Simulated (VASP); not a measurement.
A run of VASP 6.6.1 is set up as follows.

POSCAR

```
ZnSiP2
1.0
   -2.7220586492      2.7220586492      5.2988547169
    2.7220586492     -2.7220586492      5.2988547169
    2.7220586492      2.7220586492     -5.2988547169
Zn P Si
2 4 2
Direct
    0.7500000000      0.2500000000      0.5000000000
    0.0000000000      0.0000000000      0.0000000000
    0.1423012000      0.6250000000      0.0173012000
    0.6076988000      0.1250000000      0.9826988000
    0.8750000000      0.8576988000      0.4826988000
    0.3750000000      0.3923012000      0.5173012000
    0.2500000000      0.7500000000      0.5000000000
    0.5000000000      0.5000000000      0.0000000000
```

File INCAR.step1:

```
SYSTEM = ZnSiP2
PREC = Accurate
ENCUT = 550
ISMEAR = -1
SIGMA = 0.05
LREAL = .False.
LASPH = .True.
NELM = 120
NBANDS = 36
GGA = PE
ALGO = Normal
EDIFF = 1E-5
LWAVE = .True.
LCHARG = .False.
GGA_COMPAT = .False.
```

INCAR.step2

```
SYSTEM = ZnSiP2
PREC = Accurate
ENCUT = 550
EDIFF = 1E-6
ISMEAR = -1
SIGMA = 0.05
LREAL = .False.
LASPH = .True.
NELM = 120
ALGO = Normal
ISIF = 2
LWAVE = .False.
LCHARG = .False.
METAGGA = R2SCAN
LMIXTAU = .True.
NBANDS = 36
ISTART = 1
GGA_COMPAT = .False.
```

KPOINTS

```
regular mesh
0
Gamma
  7 7 7
  0 0 0
```

Potentials or basis: VASP PAW PBE potentials, release 64 (Zn, P, Si).

Command:

```console
$ cat potpaw_PBE.64/Zn/POTCAR potpaw_PBE.64/P/POTCAR potpaw_PBE.64/Si/POTCAR > POTCAR
$ cp INCAR.step1 INCAR
$ mpirun -np 1 vasp_std > vasp.out
$ cp INCAR.step2 INCAR
$ mpirun -np 1 vasp_std > vasp.out
```

**Question.** Estimate the largest force.

**Answer.** 0.087 eV/Å.

**Question.** Predict the band gap on the k mesh.

**Answer.** 1.64 eV.

**Question.** What does it give for the pressure?

**Answer.** -3.5 GPa.

Forces in eV/Å, atoms in the order of the input:
```
Zn   0.000  0.000  0.000
Zn   0.000  0.000  0.000
P    0.000  0.087  0.000
P    0.000 -0.087  0.000
P   -0.087  0.000  0.000
P    0.087  0.000  0.000
Si   0.000  0.000  0.000
Si   0.000  0.000  0.000
```

Caveat: the cell stands under tension; the PAW data sets were made with another functional, which shifts forces and pressure a little. A k mesh can miss the band edges.
